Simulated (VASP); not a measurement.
Wanted: the native input for a VASP 6.6.1 run.

```
Task                   : single point
Functional             : PBE
Potentials or basis    : VASP PAW PBE potentials, release 64 (Ga_d, P)
Cutoff                 : 520 eV
k mesh                 : 10 × 10 × 10
Occupations            : gaussian, width 0.05 eV
Spin                   : no spin polarisation
Dipole correction      : no
Further INCAR settings : ALGO = Normal; EDIFF = 1e-06; NBANDS = 16
```

The structure of GaP lies in POSCAR:

```
GaP
1.0
    0.0000000000      2.6323691019      2.8519708579
    2.8519708579      0.0000000000      2.8519708579
    2.8519708579      2.6323691019      0.0000000000
Ga P
1 1
Direct
    0.0000000000      0.0000000000      0.0000000000
    0.7500000000      0.7500000000      0.7500000000
```

One way to write it, as run:

INCAR

```
  ALGO = Normal
  EDIFF = 1E-6
  ENCUT = 520
  GGA = PE
  ISIF = 2
  ISMEAR = 0
  LASPH = T
  LCHARG = F
  LREAL = F
  LWAVE = F
  NBANDS = 16
  NELM = 80
  PREC = Accurate
  SIGMA = 0.05
```

KPOINTS

```
k-points
0
Gamma
  10 10 10
```

Potentials or basis: VASP PAW PBE potentials, release 64 (Ga_d, P).

The run is started by

```sh
$ cat potpaw_PBE.64/Ga_d/POTCAR potpaw_PBE.64/P/POTCAR > POTCAR
$ mpirun -np 1 vasp_std > vasp.out
```

Results of the run:

```
Pressure               : -2.0 GPa
Band gap on the k mesh : 0.97 eV (least direct gap 1.07 eV)
```

It took 98 s on 1 thread of AMD EPYC 7R13, with other jobs on the host, peak memory 0.19 GiB.
